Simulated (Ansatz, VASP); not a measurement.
**One calculation of SnMo, two programs**

The input INCAR:

```
SYSTEM = SnMo
ALGO = Normal
EDIFF = 1E-7
EDIFFG = -0.04
ENCUT = 600
GGA = PE
IBRION = 2
ISIF = 3
ISMEAR = 0
LASPH = .TRUE.
LCHARG = .FALSE.
LREAL = .FALSE.
LWAVE = .FALSE.
NELM = 100
NSW = 90
PREC = Accurate
SIGMA = 0.1
```

The input KPOINTS:

```
k-points
0
G
  6 6 6
  0 0 0
```

File POSCAR:

```
SnMo
1.0
    0.0000000000      2.9243135600      2.9243135600
    2.9243135600      0.0000000000      2.9243135600
    2.9243135600      2.9243135600      0.0000000000
Sn Mo
1 1
Direct
    0.7500000000      0.7500000000      0.7500000000
    0.0000000000      0.0000000000      0.0000000000
```

Input for Ansatz:

```yaml
crystal:
  lattice:
    - [0.0, 2.92431356, 2.92431356]
    - [2.92431356, 0.0, 2.92431356]
    - [2.92431356, 2.92431356, 0.0]
  atoms:
    - { symbol: Sn, position: [0.75, 0.75, 0.75] }
    - { symbol: Mo, position: [0.0, 0.0, 0.0] }
basis:
  ecutwfc: 420
kpoints:
  mp_grid: { grid: [6, 6, 6] }
hamiltonian:
  xc: pbe
scf:
  occupations: { method: gaussian, width: 0.1 }
  lower_state_search: "off"
output:
  forces: true
  stress: true
  eigenvalues: true
relax:
  adjacent_minimum: "off"
  f_tol: 0.04
  max_steps: 70
  cell: { stress_tol: 0.4 }
```

Change from the starting cell: species swapped into the BeTe type (F-43m, No. 216).

Alike in both runs: task relaxation of cell and atoms; functional PBE; k mesh 6 × 6 × 6; occupations gaussian, width 0.1 eV; no spin polarisation.

|  | VASP | Ansatz |
| --- | --- | --- |
| version | VASP 6.6.1 | Ansatz 0.2.0 |
| potentials or method | VASP PAW PBE potentials, release 64 (Sn_d, Mo_sv), cutoff 600 eV | scalar-relativistic, plane waves, PAW |
| valence electrons in the cell | 28 | 28 |

|  | VASP | Ansatz | Ansatz less VASP |
| --- | --- | --- | --- |
| gap on the k mesh at the Fermi level, each at its own relaxed structure (eV) | none | none | - |
| relaxed volume (Å³/atom) | 29.34 | 29.20 | -0.141 |
| relaxed cell length with the largest relative difference (Å) | 4.362 | 4.355 | -0.0070 |

A gap of «none» marks a metal or a gap that the smearing closes.

Noted on VASP's run: the volume moved by over 15 % at a fixed basis, so the end points are rough.
